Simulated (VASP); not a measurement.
SiC:

```
Si C
1.0
     0.00000    2.17805    2.12839
     2.17805    0.00000    2.12839
     2.17805    2.17805    0.00000
Si C
1 1
Direct
  0.00000 0.00000 0.00000
  0.25000 0.25000 0.25000
```

This cell differs from its parent crystal: uniaxial z strain -2.3%.

Base run:

| Property | Result |
| --- | --- |
| Program | VASP 6.6.1 |
| Functional | r2SCAN |
| Potentials or basis | VASP PAW PBE potentials, release 64 (Si, C) |
| Cutoff | 520 eV |
| k mesh | 10 × 10 × 10 |
| Occupations | gaussian, width 0.01 eV |
| Spin | no spin polarisation |

Its results: band gap on the k mesh 1.46 eV, indirect (least direct gap 5.06 eV); pressure 5.3 GPa.

Task: The run is repeated on the same cell with these changes: functional from r2SCAN to PBE; occupations from gaussian, width 0.01 eV to fermi-dirac, width 0.02 eV. What comes out?

Result: Band gap on the k mesh 1.09 eV, indirect (least direct gap 4.54 eV); pressure 8.9 GPa.

Caveats: the PAW data sets were made with another functional, which shifts forces and pressure a little (some runs).

A k mesh can miss the band edges.
